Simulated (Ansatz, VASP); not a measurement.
Na2S in VASP and in Ansatz

```
S Na
1.0
     0.00000    3.31635    3.31635
     3.31635    0.00000    3.31635
     3.31635    3.31635    0.00000
S Na
1 2
Direct
  0.00000 0.00000 0.00000
  0.25000 0.25000 0.25000
  0.75000 0.75000 0.75000
```

Alike in both runs: task single point; functional PBE; k mesh 6 × 6 × 6; no spin polarisation.

|  | VASP | Ansatz |
| --- | --- | --- |
| version | VASP 6.6.1 | Ansatz 0.2.0 |
| potentials or method | VASP PAW PBE potentials, release 64 (S, Na_pv) | plane waves, PAW |
| plane-wave cutoff (eV) | 500 | 420 |
| occupations | gaussian, width 0.01 eV | fixed |
| valence electrons in the cell | 20 | 24 |

|  | VASP | Ansatz | Ansatz less VASP |
| --- | --- | --- | --- |
| gap on the k mesh at the Fermi level (eV) | 2.35 | 2.35 | +0.002 |
| pressure (GPa) | -0.8 | -0.8 | +0.01 |

VASP's potentials hold 20 valence electrons a cell and Ansatz's 24, so a difference there can come from the potentials and not from the codes.
